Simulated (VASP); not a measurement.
# CdF2: vibrations by perturbation theory with PBE

CdF2:

```
Cd F
1.0
     0.00000    2.69400    2.69400
     2.69400    0.00000    2.69400
     2.69400    2.69400    0.00000
Cd F
1 2
Direct
  0.00000 0.00000 0.00000
  0.75000 0.75000 0.75000
  0.25000 0.25000 0.25000
```

```yaml
Program: VASP 6.6.1
Task: vibrations by perturbation theory
Functional: PBE
Potentials_or_basis: VASP PAW PBE potentials, release 64 (Cd, F)
Cutoff: 600 eV
k_mesh: 7 × 7 × 7
Occupations: gaussian, width 0.01 eV
Spin: no spin polarisation
Dipole_correction: no
Further_INCAR_settings: ALGO = Normal; EDIFF = 1e-08; NBANDS = 20; IBRION = 8; NSW = 1
```

```yaml
Electronic_dielectric_tensor_diagonal: 2.80
Born_charges_mean_of_the_diagonal: Cd +2.44; F -1.22 e
Highest_phonon_frequency_at_Γ_LO-TO_splitting_left_out: 316 cm⁻¹
```

Phonon frequencies in cm⁻¹ (negative: imaginary):
```tsv
q point	frequencies
(0.000, 0.000, 0.000)	0 0 0 237 237 237 316 316 316
```

Electronic dielectric tensor:
```
2.80 0.00 0.00
0.00 2.80 0.00
0.00 0.00 2.80
```

Born effective charge tensors (e):
atom 1, Cd
```
2.44 0.00 0.00
0.00 2.44 0.00
0.00 0.00 2.44
```
atom 2, F
```
-1.22  0.00  0.00
 0.00 -1.22  0.00
 0.00  0.00 -1.22
```
atom 3, F
```
-1.22  0.00  0.00
 0.00 -1.22  0.00
 0.00  0.00 -1.22
```

It took 3 min on 1 thread of Intel(R) Xeon(R) 6975P-C (Granite Rapids), on a shared host, peak memory 0.33 GiB.

Caveat: the cell wasn't relaxed at this level first, which shifts response properties.
